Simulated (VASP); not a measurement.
The system is N.

```
N
1.0
     4.08406    0.00000    0.00000
     0.00000    4.08406    0.00000
     0.00000    0.00000    5.34591
N
4
Direct
  0.90428 0.90428 0.00000
  0.59572 0.40428 0.50000
  0.09572 0.09572 0.00000
  0.40428 0.59572 0.50000
```

* Program: VASP 6.6.1
* Task: relaxation of cell and atoms
* Functional: PBE
* Dispersion: D3(BJ)
* Potentials or basis: VASP PAW PBE potentials, release 64 (N)
* Cutoff: 600 eV
* k mesh: 6 × 6 × 4
* Occupations: gaussian, width 0.02 eV
* Spin: no spin polarisation

At the start: pressure 1.1 GPa; volume 22.29 Å³/atom.

Q: How do energy, volume and symmetry change on relaxing?

A: Over 12 steps the energy falls by 2.6 meV/atom and the volume is 20.95 Å³/atom (-6.0 %); space group P4_2/mnm (No. 136, to 0.05 Å).

Step by step:
| step | energy change (eV) | largest force (eV/Å) | pressure (GPa) | volume (Å³) |
| --- | --- | --- | --- | --- |
| 1 | 0.0000 | 1.0035 | 1.12 | 89.17 |
| 2 | 1.2635 | 10.5732 | -15.20 | 91.18 |
| 3 | -0.0061 | 0.1650 | -0.42 | 89.29 |
| 4 | -0.0063 | 0.0159 | -0.22 | 89.27 |
| 5 | -0.0063 | 0.0117 | -0.18 | 89.26 |
| 6 | -0.0063 | 0.0279 | -0.16 | 89.26 |
| 7 | -0.0066 | 0.0274 | -0.16 | 89.01 |
| 8 | -0.0075 | 0.0249 | -0.14 | 88.25 |
| 9 | -0.0090 | 0.0260 | -0.09 | 86.75 |
| 10 | -0.0103 | 0.0526 | 0.06 | 83.79 |
| 11 | 0.0022 | 1.3417 | -1.90 | 83.50 |
| 12 | -0.0103 | 0.0016 | -0.01 | 83.78 |

Final structure:
```
N
1.0
     3.99576    0.00000    0.00000
     0.00000    3.99576    0.00000
     0.00000    0.00000    5.24738
N
4
Direct
  0.90161 0.90161 0.00000
  0.59839 0.40161 0.50000
  0.09839 0.09839 0.00000
  0.40161 0.59839 0.50000
```

Caveat: the standard files for N, O and F lose accuracy on very short bonds.
